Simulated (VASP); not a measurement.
# Se (Im-3m) in VASP: a series of runs

The runs below take Se through single point, with BLYP.

Program: VASP 6.6.1. These are calculated values, not measurements. Logs are shortened: lines on timing, memory, paths and dates and some standing lists are left out, and cuts for length are marked.

## (1) The cell of the first run

It takes space group Im-3m (No. 229, cubic). Conventional cell: a = 3.567 Å, b = 3.567 Å, c = 3.567 Å, α = 90.00°, β = 90.00°, γ = 90.00°. Se (site symmetry m-3m) has 14 Se at 3.09 to 3.57 Å within 4.1 Å.

## (2) Single point, BLYP

INCAR reads:

```
SYSTEM = Se
AGGAC = 1.0
AGGAX = 1.0
ALDAC = 0.0
ALDAX = 1.0
ALGO = Normal
EDIFF = 1E-7
ENCUT = 520
GGA = B5
ISIF = 2
ISMEAR = -1
LASPH = .TRUE.
LCHARG = .FALSE.
LREAL = .FALSE.
LWAVE = .FALSE.
NBANDS = 9
NELM = 60
PREC = Accurate
SIGMA = 0.1
```

KPOINTS reads:

```
k-points
0
G
  13 13 13
  0 0 0
```

POSCAR reads:

```
Se
1.0
   -1.7834629084      1.7834629084      1.7834629084
    1.7834629084     -1.7834629084      1.7834629084
    1.7834629084      1.7834629084     -1.7834629084
Se
1
Direct
    0.0000000000      0.0000000000      0.0000000000
```

Potentials or basis: VASP PAW PBE potentials, release 64 (Se).

On the command line:

```bash
$ cat potpaw_PBE.64/Se/POTCAR > POTCAR
$ mpirun -np 1 vasp_std > vasp.out
```

OUTCAR:

```text
SYSTEM = Se
   EDIFF = 1E-7
   ENCUT = 520
   GGA = B5
   ISIF = 2
   ISMEAR = -1
   LASPH = .TRUE.
   LREAL = .FALSE.
   NELM = 60
   PREC = Accurate

 ion  position               nearest neighbor table
   1  0.000  0.000  0.000-

  LATTYP: Found a body centered cubic cell.
 ALAT       =     3.5669258168

  Lattice vectors:

 A1 = (  -1.7834629084,   1.7834629084,   1.7834629084)
 A2 = (   1.7834629084,  -1.7834629084,   1.7834629084)
 A3 = (   1.7834629084,   1.7834629084,  -1.7834629084)

Analysis of symmetry for initial positions (statically):
=====================================================================
 Subroutine PRICEL returns:
 Original cell was already a primitive cell.

 Routine SETGRP: Setting up the symmetry group for a
 body centered cubic supercell.

 Subroutine GETGRP returns: Found 48 space group operations
 (whereof 48 operations were pure point group operations)
 out of a pool of 48 trial point group operations.

The static configuration has the point symmetry O_h .

Analysis of symmetry for dynamics (positions and initial velocities):
=====================================================================
 Subroutine PRICEL returns:
 Original cell was already a primitive cell.

 Routine SETGRP: Setting up the symmetry group for a
 body centered cubic supercell.

 Subroutine GETGRP returns: Found 48 space group operations
 (whereof 48 operations were pure point group operations)
 out of a pool of 48 trial point group operations.

The dynamic configuration has the point symmetry O_h .

 Subroutine INISYM returns: Found 48 space group operations
 (whereof 48 operations are pure point group operations),
 and found     1 'primitive' translations

----------------------------------------------------------------------------------------

                                     Primitive cell

  volume of cell :      22.6909

  direct lattice vectors                    reciprocal lattice vectors
    -1.783462908  1.783462908  1.783462908     0.000000000  0.280353462  0.280353462
     1.783462908 -1.783462908  1.783462908     0.280353462  0.000000000  0.280353462
     1.783462908  1.783462908 -1.783462908     0.280353462  0.280353462  0.000000000

  length of vectors
     3.089048371  3.089048371  3.089048371     0.396479668  0.396479668  0.396479668

  position of ions in fractional coordinates (direct lattice)
     0.000000000  0.000000000  0.000000000

  ion indices of the primitive-cell ions
   primitive index   ion index
                 1           1

----------------------------------------------------------------------------------------

 KPOINTS: k-points

Automatic generation of k-mesh.
 Grid dimensions read from file:
 generate k-points for:   13   13   13

 Generating k-lattice:

  Cartesian coordinates                     Fractional coordinates (reciprocal lattice)
     0.000000000  0.021565651  0.021565651     0.076923077  0.000000000  0.000000000
     0.021565651  0.000000000  0.021565651     0.000000000  0.076923077  0.000000000
     0.021565651  0.021565651  0.000000000     0.000000000  0.000000000  0.076923077

  Length of vectors
     0.030498436  0.030498436  0.030498436

  Shift w.r.t. Gamma in fractional coordinates (k-lattice)
     0.000000000  0.000000000  0.000000000

 Subroutine IBZKPT returns following result:
 ===========================================

 Found     84 irreducible k-points:

 Following reciprocal coordinates:
            Coordinates               Weight
  0.000000  0.000000  0.000000      1.000000
  0.076923  0.000000  0.000000     12.000000
  0.153846  0.000000  0.000000     12.000000
  0.230769  0.000000  0.000000     12.000000
  0.307692  0.000000  0.000000     12.000000
  0.384615  0.000000  0.000000     12.000000
[... 16 lines left out ...]
  0.153846  0.076923  0.076923     24.000000
  0.230769  0.076923  0.076923     24.000000
 [... further k-points ...]
   k-points           NKPTS =     84   k-points in BZ     NKDIM =     84   number of bands    NBANDS=      9
   number of dos      NEDOS =    301   number of ions     NIONS =      1
   total plane-waves  NPLWV =  13824
   dimension x,y,z NGX =    24 NGY =   24 NGZ =   24
   dimension x,y,z NGXF=    48 NGYF=   48 NGZF=   48
   ions per type =               1
   NGX,Y,Z   is equivalent  to a cutoff of  12.92, 12.92, 12.92 a.u.
   NGXF,Y,Z  is equivalent  to a cutoff of  25.83, 25.83, 25.83 a.u.
 SYSTEM =  Se
   PREC   = accura    normal or accurate (medium, high low for compatibility)
   ISTART =      0    job   : 0-new  1-cont  2-samecut
   ICHARG =      2    charge: 1-file 2-atom 10-const
   ISPIN  =      1    spin polarized calculation?
   LNONCOLLINEAR =      F non collinear calculations
   LSORBIT =      F    spin-orbit coupling
   LASPH  =      T    aspherical Exc in radial PAW
   ENCUT  =  520.0 eV  38.22 Ry    6.18 a.u.   5.74  5.74  5.74*2*pi/ulx,y,z
   NELM   =     60;   NELMIN=  2; NELMDL= -5     # of ELM steps
   EDIFF  = 0.1E-06   stopping-criterion for ELM
   LREAL  =      F    real-space projection
   EDIFFG = 0.1E-05   stopping-criterion for IOM
   NSW    =      0    number of steps for IOM
   IBRION =     -1    ionic relax: 0-MD 1-quasi-New 2-CG
   NFREE  =      0    steps in history (QN), initial steepest desc. (CG)
   ISIF   =      2    stress and relaxation
   ISYM   =      2    0-nonsym 1-usesym 2-fastsym
   POTIM  = 0.5000    time-step for ionic-motion
   TEBEG  =    0.0;   TEEND  =   0.0 temperature during run
   PSTRESS=    0.0 pullay stress
   NELECT =       6.0000    total number of electrons
   NUPDOWN=      -1.0000    fix difference up-down
   EMIN   =  10.00;   EMAX   =-10.00  energy-range for DOS
   EFERMI =   0.00;   METHOD = LEGACY
   ISMEAR =    -1;   SIGMA  =   0.10  broadening in eV -4-tet -1-fermi 0-gaus
   EFERMI_NEDOS =   21; number of points for ismear=-14 and -15
   IALGO  =     38    algorithm
   IMIX   =      4    mixing-type and parameters
     AMIX     =   0.40;   BMIX     =  1.00
     AMIX_MAG =   1.60;   BMIX_MAG =  1.00
  volume/ion in A,a.u.               =      22.69       153.13
  Fermi-wavevector in a.u.,A,eV,Ry     =   1.050770  1.985668 15.022444  1.104118
  Thomas-Fermi vector in A             =   2.185787
   LORBIT       =      0    0 simple, 1 ext, 2 COOP (PROOUT), +10 PAW based schemes
   GGA     = B5    functional components
   LHFCALC =     F    Hartree Fock is set to
   AEXX    =    0.0000 exact exchange contribution
   IVDW    =     0    specifies the selected vdW correction
   LEPSILON=     F    determine dielectric tensor
   LRPA    =     F    only Hartree local field effects (RPA)
 non-spin polarized calculation
  energy-cutoff  :      520.00
  volume of cell :       22.69
 maximum number of plane-waves:       626
   NGX = 11   NGY = 11   NGZ = 11

 number of electron       6.0000001 magnetization

 Free energy of the ion-electron system (eV)
  ---------------------------------------------------
  ext. energy  EPLUGINS =         0.00000000
  ---------------------------------------------------
  free energy    TOTEN  =        -2.27196176 eV

  energy without entropy =       -2.24573011  energy(sigma->0) =       -2.25884593

 E-fermi :   4.6416     XC(G=0):  -9.4334

 val. band max:        4.6212680836   @ k =   0.2308   0.0769   0.0769
 cond. band min:       4.6611139048   @ k =   0.3077   0.0769   0.0000
 fundamental gap:      0.0398458212
 Fermi energy:         4.6416439944

 k-point     1 :       0.0000    0.0000    0.0000
  band No.  band energies     occupation
      1     -10.5565      2.00000
      2       6.9807      0.00000
      3       6.9807      0.00000
      4       6.9807      0.00000
      5      14.7805      0.00000
      6      16.8677      0.00000
      7      16.8677      0.00000
      8      16.8677      0.00000
      9      19.8546      0.00000

 k-point     2 :       0.0769    0.0000    0.0000
  band No.  band energies     occupation
      1     -10.4508      2.00000
      2       6.3346      0.00000
      3       6.7812      0.00000
      4       6.9488      0.00000
      5      15.2104      0.00000
      6      16.4469      0.00000
      7      16.7474      0.00000
      8      17.3189      0.00000
      9      19.0095      0.00000

 k-point     3 :       0.1538    0.0000    0.0000
  band No.  band energies     occupation
      1     -10.1401      2.00000
      2       4.8384      0.24529
      3       6.2885      0.00000
      4       6.8590      0.00000
      5      14.9069      0.00000
      6      15.5915      0.00000
      7      17.3526      0.00000
      8      18.5654      0.00000
      9      19.0412      0.00000

 k-point     4 :       0.2308    0.0000    0.0000
  band No.  band energies     occupation
      1      -9.6463      2.00000
      2       3.0733      2.00000
      3       5.7003      0.00005
      4       6.7289      0.00000
      5      13.7826      0.00000
      6      14.7369      0.00000
      7      18.4343      0.00000
      8      19.2011      0.00000
      9      20.3476      0.00000
[... 205 lines left out ...]
 k-point    22 :       0.0769    0.0769    0.0769
  band No.  band energies     occupation
      1      -9.9397      2.00000
      2       4.0816      1.99264
      3       6.3260      0.00000
      4       6.3260      0.00000
      5      15.4048      0.00000
      6      15.4048      0.00000
      7      16.2138      0.00000
      8      19.3594      0.00000
      9      19.3594      0.00000

 k-point    23 :       0.1538    0.0769    0.0769
  band No.  band energies     occupation
      1      -9.4607      2.00000
      2       2.7054      2.00000
      3       5.4574      0.00057
      4       6.0735      0.00000
      5      14.7417      0.00000
      6      14.9274      0.00000
      7      17.3887      0.00000
      8      19.6534      0.00000
      9      19.8642      0.00000

 k-point    24 :       0.2308    0.0769    0.0769
  band No.  band energies     occupation
      1      -8.8580      2.00000
      2       1.3049      2.00000
      3       4.6213      1.10153
      4       5.8145      0.00002
      5      14.0231      0.00000
      6      14.5987      0.00000
      7      19.0298      0.00000
      8      20.2701      0.00000
      9      20.5876      0.00000

 [... further k-points ...]

------------------------ aborting loop because EDIFF is reached ----------------------------------------

  FORCE on cell =-STRESS in cart. coord.  units (eV):
  Direction    XX          YY          ZZ          XY          YZ          ZX
  --------------------------------------------------------------------------------------
  -------------------------------------------------------------------------------------
  Total        0.0155518      0.0155518      0.0155518      0.0000000     -0.0000000      0.0000000
  in kB        1.0980959      1.0980959      1.0980959      0.0000000     -0.0000000      0.0000000
  external PRESSURE =       1.0980959 kB  Pullay stress =       0.0000000 kB

 VOLUME and BASIS-vectors are now :
 -----------------------------------------------------------------------------
  energy-cutoff  :      520.00
  volume of cell :       22.69
      direct lattice vectors                 reciprocal lattice vectors
    -1.783462908  1.783462908  1.783462908     0.000000000  0.280353462  0.280353462
     1.783462908 -1.783462908  1.783462908     0.280353462  0.000000000  0.280353462
     1.783462908  1.783462908 -1.783462908     0.280353462  0.280353462  0.000000000

 POSITION                                       TOTAL-FORCE (eV/Angst)
 -----------------------------------------------------------------------------------
      0.00000      0.00000      0.00000        -0.000000      0.000000     -0.000000
 -----------------------------------------------------------------------------------
    total drift:                                0.000000     -0.000000      0.000000

  FREE ENERGIE OF THE ION-ELECTRON SYSTEM (eV)
  ---------------------------------------------------
  free  energy   TOTEN  =        -2.2719617553 eV

  energy  without entropy=       -2.2457301090  energy(sigma->0) =       -2.25884593
```

Wall time 6.9 s (1 thread of Intel Xeon 6975P-C (Granite Rapids), shared host); peak memory 0.14 GiB.

What came out:

| Item | Value |
| --- | --- |
| Free energy | -2.2720 eV |
| Pressure | 0.1 GPa |
| Band gap on the k mesh | zero (band 3 reaches 6.98 eV, above the bottom of band 4 at 1.88 eV) |

Levels at points of the mesh, in eV from the Fermi level:
```
           k point  band 1  band 2  band 3  band 4  band 5  band 6
(0.00, 0.00, 0.00)  -15.20    2.34    2.34    2.34   10.14   12.23
```

Caveat: the PAW data sets were made with another functional, which shifts forces and pressure a little.

## (3) Single point, BLYP (volume scaled by 0.88)

INCAR reads:

```
SYSTEM = Se
PREC = Accurate
ENCUT = 520
EDIFF = 1E-7
ISMEAR = -1
SIGMA = 0.1
LREAL = .False.
LASPH = .True.
NELM = 80
ALGO = Normal
ISIF = 2
LWAVE = .False.
LCHARG = .False.
GGA = B5
ALDAX = 1.0
AGGAX = 1.0
AGGAC = 1.0
ALDAC = 0.0
NBANDS = 9
```

KPOINTS reads:

```
Automatic mesh
0
Gamma
  14 14 14
  0 0 0
```

POSCAR reads:

```
Se
1.0
   -1.7090639188      1.7090639188      1.7090639188
    1.7090639188     -1.7090639188      1.7090639188
    1.7090639188      1.7090639188     -1.7090639188
Se
1
Direct
    0.0000000000      0.0000000000      0.0000000000
```

Potentials or basis: VASP PAW PBE potentials, release 64 (Se).

On the command line:

```bash
$ cat potpaw_PBE.64/Se/POTCAR > POTCAR
$ mpirun -np 1 vasp_std > vasp.out
```

Run time: 10 s. Hardware: 1 thread of Intel Xeon 6975P-C (Granite Rapids), shared host; peak memory 0.14 GiB.

It converged, with:

| Property | Result |
| --- | --- |
| Free energy | -2.1971 eV |
| Pressure | 9.8 GPa |
| Band gap on the k mesh | zero (band 3 reaches 9.10 eV, above the bottom of band 4 at 2.88 eV) |

Levels at points of the mesh, in eV from the Fermi level:
```csv
k point,band 1,band 2,band 3,band 4,band 5,band 6,band 7,band 8
"(0.00, 0.00, 0.00)",-16.18,3.01,3.01,3.01,11.80,12.59,12.59,12.59
"(0.50, 0.00, 0.00)",-12.74,-6.58,0.04,2.20,7.31,8.60,17.94,18.21
"(0.50, 0.50, 0.50)",-10.36,-3.21,-3.21,-3.21,4.46,4.46,22.86,22.86
```

Caveat: the PAW data sets were made with another functional, which shifts forces and pressure a little.

## (4) Single point, BLYP (volume scaled by 0.92)

INCAR reads:

```
SYSTEM = Se
PREC     = Accurate       ! precision mode
ENCUT    = 520            ! plane-wave cutoff, eV
EDIFF    = 1E-6           ! SCF threshold, eV
ISMEAR   = -1             ! smearing method
SIGMA    = 0.1            ! smearing width, eV
LREAL    = .False.        ! projectors in reciprocal space
LASPH    = .True.         ! aspherical terms in the spheres
NELM     = 100            ! most SCF steps
ALGO     = Normal         ! electronic algorithm
ISIF     = 2              ! what is computed and relaxed
LWAVE    = .False.        ! write WAVECAR
LCHARG   = .True.         ! write CHGCAR
GGA      = B5             ! functional
ALDAX    = 1.0          
AGGAX    = 1.0          
AGGAC    = 1.0          
ALDAC    = 0.0          
LELF     = .True.         ! ELF
LVHAR    = .True.       
NBANDS   = 9              ! bands
```

KPOINTS is that of step 3.

POSCAR reads:

```
Se
1.0
   -1.7345760967      1.7345760967      1.7345760967
    1.7345760967     -1.7345760967      1.7345760967
    1.7345760967      1.7345760967     -1.7345760967
Se
1
Direct
    0.0000000000      0.0000000000      0.0000000000
```

On the command line:

```bash
$ cat potpaw_PBE.64/Se/POTCAR > POTCAR
$ mpirun -np 1 vasp_std > vasp.out
```

Run time: 8.5 s. Hardware: 1 thread of Intel Xeon 6975P-C (Granite Rapids), shared host; peak memory 0.15 GiB.

The run converged. Its results:

| Quantity | Value |
| --- | --- |
| Free energy | -2.2409 eV |
| Pressure | 5.9 GPa |
| Band gap on the k mesh | zero (band 3 reaches 8.33 eV, above the bottom of band 4 at 2.50 eV) |

Levels at points of the mesh, in eV from the Fermi level:
| k point | band 1 | band 2 | band 3 | band 4 | band 5 | band 6 | band 7 |
| --- | --- | --- | --- | --- | --- | --- | --- |
| (0.00, 0.00, 0.00) | -15.80 | 2.78 | 2.78 | 2.78 | 11.21 | 12.48 | 12.48 |
| (0.50, 0.00, 0.00) | -12.63 | -6.23 | 0.01 | 2.06 | 7.26 | 8.64 | 17.69 |
| (0.50, 0.50, 0.50) | -10.46 | -3.05 | -3.05 | -3.05 | 4.65 | 4.65 | 22.39 |

Caveat: the PAW data sets were made with another functional, which shifts forces and pressure a little.

## (5) Single point, BLYP (volume scaled by 0.96)

INCAR reads:

```
  PREC = Accurate
  ENCUT = 520
  EDIFF = 1E-6
  ISMEAR = -1
  SIGMA = 0.1
  LREAL = False
  LASPH = True
  NELM = 100
  ALGO = Normal
  ISIF = 2
  LWAVE = False
  LCHARG = False
  GGA = B5
  ALDAX = 1.0
  AGGAX = 1.0
  AGGAC = 1.0
  ALDAC = 0.0
  NBANDS = 9
```

KPOINTS reads:

```
Automatic mesh
0
Gamma
  14 14 14
```

POSCAR reads:

```
Se
1.0
   -1.7593591036      1.7593591036      1.7593591036
    1.7593591036     -1.7593591036      1.7593591036
    1.7593591036      1.7593591036     -1.7593591036
Se
1
Direct
    0.0000000000      0.0000000000      0.0000000000
```

On the command line:

```bash
$ cat potpaw_PBE.64/Se/POTCAR > POTCAR
$ mpirun -np 1 vasp_std > vasp.out
```

Wall time 7.5 s (1 thread of Intel Xeon 6975P-C (Granite Rapids), shared host); peak memory 0.14 GiB.

It converged, with:

```yaml
Free_energy: -2.2650 eV
Pressure: 2.7 GPa
Band_gap_on_the_k_mesh: zero (band 3 reaches 7.63 eV, above the bottom of band 4 at 2.15 eV)
```

Levels at points of the mesh, in eV from the Fermi level:
```tsv
k point	band 1	band 2	band 3	band 4	band 5	band 6	band 7	band 8
(0.00, 0.00, 0.00)	-15.45	2.58	2.58	2.58	10.68	12.38	12.38	12.38
(0.50, 0.00, 0.00)	-12.52	-5.91	-0.01	1.93	7.23	8.68	17.45	17.52
(0.50, 0.50, 0.50)	-10.55	-2.89	-2.89	-2.89	4.82	4.82	21.95	21.95
```

Caveat: the PAW data sets were made with another functional, which shifts forces and pressure a little.

## (6) Summary

| cell | k mesh | gap on the mesh (eV) | pressure (GPa) |
| --- | --- | --- | --- |
| a = 3.089 Å, angles 109.5°, 1 atom | 13 × 13 × 13 | none | 0.1 |
| a = 2.960 Å, angles 109.5°, 1 atom | 14 × 14 × 14 | none | 9.8 |
| a = 3.004 Å, angles 109.5°, 1 atom | 14 × 14 × 14 | none | 5.9 |
| a = 3.047 Å, angles 109.5°, 1 atom | 14 × 14 × 14 | none | 2.7 |

Alike in all rows: task single point; level BLYP; potentials or basis VASP PAW PBE potentials, release 64 (Se); no spin polarisation; cutoff (eV) 520; smearing fermi-dirac 0.1 eV.

Caveats: the PAW data sets were made with another functional, which shifts forces and pressure a little.

Absolute energies hang on the potentials; compare differences alone.
